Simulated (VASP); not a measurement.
# CaO (Fm-3m) in VASP: settings compared

CaO is run at these levels: PBE, r2SCAN; tasks: single point.

All numbers are computed with VASP 6.6.1; they aren't measurements. Logs are shortened: lines on timing, memory, paths and dates and some standing lists are left out, and cuts for length are marked.

**1. The cell of the first run**

The structure is cubic, space group Fm-3m (No. 225). The conventional cell has a = 4.795 Å, b = 4.795 Å, c = 4.795 Å, α = 90.00°, β = 90.00°, γ = 90.00°. Within 3.2 Å of Ca (site symmetry m-3m) lie 6 O at 2.40 Å. O (site symmetry m-3m) has 6 Ca at 2.40 Å within 3.2 Å.

**2. Single point, PBE**

INCAR reads:

```
ALGO = Normal
EDIFF = 1E-6
ENCUT = 520
GGA = PE
ISIF = 2
ISMEAR = -1
LASPH = True
LCHARG = True
LELF = True
LREAL = False
LVHAR = True
LWAVE = False
NBANDS = 15
NELM = 100
PREC = Accurate
SIGMA = 0.02
```

KPOINTS reads:

```
k-points
0
Gamma
  10 10 10
```

POSCAR reads:

```
CaO
1.0
    0.0000000000      2.3975501260      2.3975501260
    2.3975501260      0.0000000000      2.3975501260
    2.3975501260      2.3975501260      0.0000000000
Ca O
1 1
Direct
    0.0000000000      0.0000000000      0.0000000000
    0.5000000000      0.5000000000      0.5000000000
```

Potentials or basis: VASP PAW PBE potentials, release 64 (Ca_sv, O).

Run with:

```
$ cat potpaw_PBE.64/Ca_sv/POTCAR potpaw_PBE.64/O/POTCAR > POTCAR
$ mpirun -np 1 vasp_std > vasp.out
```

OUTCAR:

```text
EDIFF = 1E-6
   ENCUT = 520
   GGA = PE
   ISIF = 2
   ISMEAR = -1
   LASPH = True
   LREAL = False
   NELM = 100
   PREC = Accurate

 ion  position               nearest neighbor table
   1  0.000  0.000  0.000-   2 2.40   2 2.40   2 2.40   2 2.40   2 2.40   2 2.40
   2  0.500  0.500  0.500-   1 2.40   1 2.40   1 2.40   1 2.40   1 2.40   1 2.40

  LATTYP: Found a face centered cubic cell.
 ALAT       =     4.7951002520

  Lattice vectors:

 A1 = (   0.0000000000,   2.3975501260,   2.3975501260)
 A2 = (   2.3975501260,   0.0000000000,   2.3975501260)
 A3 = (   2.3975501260,   2.3975501260,   0.0000000000)

Analysis of symmetry for initial positions (statically):
=====================================================================
 Subroutine PRICEL returns:
 Original cell was already a primitive cell.

 Routine SETGRP: Setting up the symmetry group for a
 face centered cubic supercell.

 Subroutine GETGRP returns: Found 48 space group operations
 (whereof 48 operations were pure point group operations)
 out of a pool of 48 trial point group operations.

The static configuration has the point symmetry O_h .

Analysis of symmetry for dynamics (positions and initial velocities):
=====================================================================
 Subroutine PRICEL returns:
 Original cell was already a primitive cell.

 Routine SETGRP: Setting up the symmetry group for a
 face centered cubic supercell.

 Subroutine GETGRP returns: Found 48 space group operations
 (whereof 48 operations were pure point group operations)
 out of a pool of 48 trial point group operations.

The dynamic configuration has the point symmetry O_h .

 Subroutine INISYM returns: Found 48 space group operations
 (whereof 48 operations are pure point group operations),
 and found     1 'primitive' translations

----------------------------------------------------------------------------------------

                                     Primitive cell

  volume of cell :      27.5634

  direct lattice vectors                    reciprocal lattice vectors
     0.000000000  2.397550126  2.397550126    -0.208546213  0.208546213  0.208546213
     2.397550126  0.000000000  2.397550126     0.208546213 -0.208546213  0.208546213
     2.397550126  2.397550126  0.000000000     0.208546213  0.208546213 -0.208546213

  length of vectors
     3.390647905  3.390647905  3.390647905     0.361212637  0.361212637  0.361212637

  position of ions in fractional coordinates (direct lattice)
     0.000000000  0.000000000  0.000000000
     0.500000000  0.500000000  0.500000000

  ion indices of the primitive-cell ions
   primitive index   ion index
                 1           1
                 2           2

----------------------------------------------------------------------------------------

 KPOINTS: k-points

Automatic generation of k-mesh.
 Grid dimensions read from file:
 generate k-points for:   10   10   10

 Generating k-lattice:

  Cartesian coordinates                     Fractional coordinates (reciprocal lattice)
    -0.020854621  0.020854621  0.020854621     0.100000000  0.000000000  0.000000000
     0.020854621 -0.020854621  0.020854621     0.000000000  0.100000000  0.000000000
     0.020854621  0.020854621 -0.020854621     0.000000000  0.000000000  0.100000000

  Length of vectors
     0.036121264  0.036121264  0.036121264

  Shift w.r.t. Gamma in fractional coordinates (k-lattice)
     0.000000000  0.000000000  0.000000000

 Subroutine IBZKPT returns following result:
 ===========================================

 Found     47 irreducible k-points:

 Following reciprocal coordinates:
            Coordinates               Weight
  0.000000  0.000000  0.000000      1.000000
  0.100000  0.000000  0.000000      8.000000
  0.200000  0.000000  0.000000      8.000000
  0.300000  0.000000  0.000000      8.000000
  0.400000  0.000000  0.000000      8.000000
  0.500000  0.000000  0.000000      4.000000
[... 16 lines left out ...]
  0.300000  0.300000  0.000000      6.000000
  0.400000  0.300000  0.000000     24.000000
 [... further k-points ...]
   k-points           NKPTS =     47   k-points in BZ     NKDIM =     47   number of bands    NBANDS=     15
   number of dos      NEDOS =    301   number of ions     NIONS =      2
   total plane-waves  NPLWV =  21952
   dimension x,y,z NGX =    28 NGY =   28 NGZ =   28
   dimension x,y,z NGXF=    56 NGYF=   56 NGZF=   56
   ions per type =               1   1
   NGX,Y,Z   is equivalent  to a cutoff of  13.73, 13.73, 13.73 a.u.
   NGXF,Y,Z  is equivalent  to a cutoff of  27.46, 27.46, 27.46 a.u.
 SYSTEM =  unknown system
   PREC   = accura    normal or accurate (medium, high low for compatibility)
   ISTART =      0    job   : 0-new  1-cont  2-samecut
   ICHARG =      2    charge: 1-file 2-atom 10-const
   ISPIN  =      1    spin polarized calculation?
   LNONCOLLINEAR =      F non collinear calculations
   LSORBIT =      F    spin-orbit coupling
   LASPH  =      T    aspherical Exc in radial PAW
   ENCUT  =  520.0 eV  38.22 Ry    6.18 a.u.   6.30  6.30  6.30*2*pi/ulx,y,z
   NELM   =    100;   NELMIN=  2; NELMDL= -5     # of ELM steps
   EDIFF  = 0.1E-05   stopping-criterion for ELM
   LREAL  =      F    real-space projection
   EDIFFG = 0.1E-04   stopping-criterion for IOM
   NSW    =      0    number of steps for IOM
   IBRION =     -1    ionic relax: 0-MD 1-quasi-New 2-CG
   NFREE  =      0    steps in history (QN), initial steepest desc. (CG)
   ISIF   =      2    stress and relaxation
   ISYM   =      2    0-nonsym 1-usesym 2-fastsym
   POTIM  = 0.5000    time-step for ionic-motion
   TEBEG  =    0.0;   TEEND  =   0.0 temperature during run
   PSTRESS=    0.0 pullay stress
   NELECT =      16.0000    total number of electrons
   NUPDOWN=      -1.0000    fix difference up-down
   EMIN   =  10.00;   EMAX   =-10.00  energy-range for DOS
   EFERMI =   0.00;   METHOD = LEGACY
   ISMEAR =    -1;   SIGMA  =   0.02  broadening in eV -4-tet -1-fermi 0-gaus
   EFERMI_NEDOS =   21; number of points for ismear=-14 and -15
   IALGO  =     38    algorithm
   IMIX   =      4    mixing-type and parameters
     AMIX     =   0.40;   BMIX     =  1.00
     AMIX_MAG =   1.60;   BMIX_MAG =  1.00
  volume/ion in A,a.u.               =      13.78        93.00
  Fermi-wavevector in a.u.,A,eV,Ry     =   1.365643  2.580691 25.374598  1.864980
  Thomas-Fermi vector in A             =   2.491853
   LORBIT       =      0    0 simple, 1 ext, 2 COOP (PROOUT), +10 PAW based schemes
   GGA     = PE    functional components
   LHFCALC =     F    Hartree Fock is set to
   AEXX    =    0.0000 exact exchange contribution
   IVDW    =     0    specifies the selected vdW correction
   LEPSILON=     F    determine dielectric tensor
   LRPA    =     F    only Hartree local field effects (RPA)
 non-spin polarized calculation
  energy-cutoff  :      520.00
  volume of cell :       27.56
 maximum number of plane-waves:       757
 NGX is ok and might be reduce to    28
   NGX = 13   NGY = 13   NGZ = 13

 number of electron      15.9999997 magnetization

 Free energy of the ion-electron system (eV)
  ---------------------------------------------------
  ext. energy  EPLUGINS =         0.00000000
  ---------------------------------------------------
  free energy    TOTEN  =       -12.79770675 eV

  energy without entropy =      -12.79770675  energy(sigma->0) =      -12.79770675

 E-fermi :   2.9362     XC(G=0): -10.5098

 val. band max:        2.3904695576   @ k =   0.0000   0.0000   0.0000
 cond. band min:       6.0235817211   @ k =   0.5000   0.5000   0.0000
 fundamental gap:      3.6331121636
 Fermi energy:         2.9362401649

 k-point     1 :       0.0000    0.0000    0.0000
  band No.  band energies     occupation
      1     -35.2180      2.00000
      2     -15.9767      2.00000
      3     -15.9767      2.00000
      4     -15.9767      2.00000
      5     -13.1555      2.00000
      6       2.3905      2.00000
      7       2.3905      2.00000
      8       2.3905      2.00000
      9       7.1610      0.00000
     10       8.6329      0.00000
     11       8.6329      0.00000
     12       8.6329      0.00000
     13      10.1489      0.00000
     14      10.1489      0.00000
     15      17.5069      0.00000

 k-point     2 :       0.1000    0.0000    0.0000
  band No.  band energies     occupation
      1     -35.2080      2.00000
      2     -16.1231      2.00000
      3     -15.9820      2.00000
      4     -15.9820      2.00000
      5     -13.0026      2.00000
      6       2.0284      2.00000
      7       2.2494      2.00000
      8       2.2494      2.00000
      9       7.6195      0.00000
     10       8.6002      0.00000
     11       8.8055      0.00000
     12       8.8055      0.00000
     13      10.3921      0.00000
     14      10.3921      0.00000
     15      17.9094      0.00000

 k-point     3 :       0.2000    0.0000    0.0000
  band No.  band energies     occupation
      1     -35.1816      2.00000
      2     -16.4530      2.00000
      3     -15.9958      2.00000
      4     -15.9958      2.00000
      5     -12.6543      2.00000
      6       1.2536      2.00000
      7       1.9114      2.00000
      8       1.9114      2.00000
      9       8.5268      0.00000
     10       8.7674      0.00000
     11       9.2821      0.00000
     12       9.2821      0.00000
     13      11.0220      0.00000
     14      11.0220      0.00000
     15      18.4975      0.00000

 k-point     4 :       0.3000    0.0000    0.0000
  band No.  band energies     occupation
      1     -35.1487      2.00000
      2     -16.7944      2.00000
      3     -16.0128      2.00000
      4     -16.0128      2.00000
      5     -12.2887      2.00000
      6       0.4773      2.00000
      7       1.5414      2.00000
      8       1.5414      2.00000
      9       8.8227      0.00000
     10       9.8647      0.00000
     11       9.9366      0.00000
     12       9.9366      0.00000
     13      11.8214      0.00000
     14      11.8214      0.00000
     15      18.0150      0.00000
[... 307 lines left out ...]
 k-point    22 :      -0.2000    0.2000    0.0000
  band No.  band energies     occupation
      1     -35.1378      2.00000
      2     -16.7340      2.00000
      3     -16.1573      2.00000
      4     -16.0024      2.00000
      5     -12.3132      2.00000
      6       0.4783      2.00000
      7       1.3887      2.00000
      8       1.7700      2.00000
      9       8.5689      0.00000
     10       9.5982      0.00000
     11       9.7467      0.00000
     12      10.5692      0.00000
     13      12.0747      0.00000
     14      12.3316      0.00000
     15      18.4463      0.00000

 k-point    23 :       0.3000    0.3000    0.0000
  band No.  band energies     occupation
      1     -35.1273      2.00000
      2     -16.5771      2.00000
      3     -16.1295      2.00000
      4     -16.1295      2.00000
      5     -12.6211      2.00000
      6       0.6426      2.00000
      7       2.0487      2.00000
      8       2.0487      2.00000
      9       6.7321      0.00000
     10       9.5143      0.00000
     11      10.8818      0.00000
     12      11.0004      0.00000
     13      11.0004      0.00000
     14      12.8656      0.00000
     15      19.7148      0.00000

 k-point    24 :       0.4000    0.3000    0.0000
  band No.  band energies     occupation
      1     -35.1067      2.00000
      2     -16.6396      2.00000
      3     -16.1808      2.00000
      4     -16.1529      2.00000
      5     -12.6254      2.00000
      6       0.7080      2.00000
      7       1.8351      2.00000
      8       1.9357      2.00000
      9       6.6985      0.00000
     10      10.0905      0.00000
     11      11.2067      0.00000
     12      11.2952      0.00000
     13      11.4320      0.00000
     14      13.2631      0.00000
     15      18.0649      0.00000

 [... further k-points ...]

------------------------ aborting loop because EDIFF is reached ----------------------------------------

  FORCE on cell =-STRESS in cart. coord.  units (eV):
  Direction    XX          YY          ZZ          XY          YZ          ZX
  --------------------------------------------------------------------------------------
  -------------------------------------------------------------------------------------
  Total        0.5252375      0.5252375      0.5252375      0.0000000      0.0000000      0.0000000
  in kB       30.5304511     30.5304511     30.5304511      0.0000000      0.0000000      0.0000000
  external PRESSURE =      30.5304511 kB  Pullay stress =       0.0000000 kB

 VOLUME and BASIS-vectors are now :
 -----------------------------------------------------------------------------
  energy-cutoff  :      520.00
  volume of cell :       27.56
      direct lattice vectors                 reciprocal lattice vectors
     0.000000000  2.397550126  2.397550126    -0.208546213  0.208546213  0.208546213
     2.397550126  0.000000000  2.397550126     0.208546213 -0.208546213  0.208546213
     2.397550126  2.397550126  0.000000000     0.208546213  0.208546213 -0.208546213

 POSITION                                       TOTAL-FORCE (eV/Angst)
 -----------------------------------------------------------------------------------
      0.00000      0.00000      0.00000        -0.000000     -0.000000      0.000000
      2.39755      2.39755      2.39755         0.000000      0.000000      0.000000
 -----------------------------------------------------------------------------------
    total drift:                                0.000000      0.000000      0.000000

  FREE ENERGIE OF THE ION-ELECTRON SYSTEM (eV)
  ---------------------------------------------------
  free  energy   TOTEN  =       -12.7977067506 eV

  energy  without entropy=      -12.7977067506  energy(sigma->0) =      -12.79770675
```

Run time: 42 s. Hardware: 1 thread of AMD EPYC 7R43 (Zen 3), shared host; peak memory 0.12 GiB.

What came out:

* Free energy: -12.7977 eV
* Pressure: 3.1 GPa
* Band gap on the k mesh: 3.63 eV, indirect (least direct gap 4.01 eV)

Levels at points of the mesh, in eV from the valence-band top:
```
           k point  band 6  band 7  band 8  band 9  band 10  band 11
(0.00, 0.00, 0.00)    0.00    0.00    0.00    4.77     6.24     6.24
(0.50, 0.00, 0.00)   -2.66   -1.22   -1.22    7.08     8.39     8.39
(0.50, 0.50, 0.00)   -1.30   -0.37   -0.37    3.63     8.10     8.93
```

A k mesh can miss the band edges. A hybrid or GW would open this gap; PBE tends to underestimate it.

(Part 1 of 2 ends here.)
